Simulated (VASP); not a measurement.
Write the native input for VASP 6.6.1 that does the following.

- Task: relaxation of cell and atoms
- Functional: LDA
- Potentials or basis: VASP PAW LDA potentials, release 64 (Zr_sv)
- Cutoff: 600 eV
- k mesh: 14 × 14 × 14
- Occupations: fermi-dirac, width 0.1 eV
- Spin: no spin polarisation
- Target pressure: 220 GPa
- Dipole correction: no
- Further INCAR settings: ALGO = Normal; EDIFF = 1e-07; IBRION = 2; EDIFFG = -0.005; NSW = 60; ISIF = 3

The structure of Zr lies in POSCAR:

```
Zr
1.0
    0.0000000000      2.2565936624      2.2565936624
    2.2565936624      0.0000000000      2.2565936624
    2.2565936624      2.2565936624      0.0000000000
Zr
2
Direct
   -0.1250000000     -0.1250000000     -0.1250000000
    0.1250000000      0.1250000000      0.1250000000
```

One way to write it, as run:

INCAR

```
SYSTEM = Zr
  PREC = Accurate
  ENCUT = 600
  EDIFF = 1E-7
  ISMEAR = -1
  SIGMA = 0.1
  LREAL = .False.
  LASPH = .True.
  NELM = 100
  ALGO = Normal
  ISIF = 3
  LWAVE = .False.
  LCHARG = .False.
  IBRION = 2
  NSW = 60
  EDIFFG = -0.005
  PSTRESS = 2200.0
```

KPOINTS

```
Automatic mesh
0
Gamma
  14 14 14
  0 0 0
```

Potentials or basis: VASP PAW LDA potentials, release 64 (Zr_sv).

Run with:

```console
$ cat potpaw_LDA.64/Zr_sv/POTCAR > POTCAR
$ mpirun -np 1 vasp_std > vasp.out
```

It gave:

```
Relaxed volume                                         : 12.83 Å³/atom
Relaxed cell                                           : a = 3.311 Å, b = 3.311 Å, c = 3.311 Å, α = 60.00°, β = 60.00°, γ = 60.00°
Space group after relaxing (to 0.05 Å)                 : Fd-3m (No. 227)
Energy change on relaxing (the enthalpy is what falls) : -2294.2 meV/atom
Ionic steps                                            : 5
Pressure after relaxing                                : 220.0 GPa
Band gap on the k mesh                                 : zero (band 12 reaches 18.93 eV, above the bottom of band 13 at 15.22 eV)
```

Caveat: the cell is relaxed towards a set pressure, so the enthalpy falls and the energy may rise.

It took 100 s on 1 thread of Intel(R) Xeon(R) 6975P-C (Granite Rapids), with other jobs on the host, peak memory 0.17 GiB.
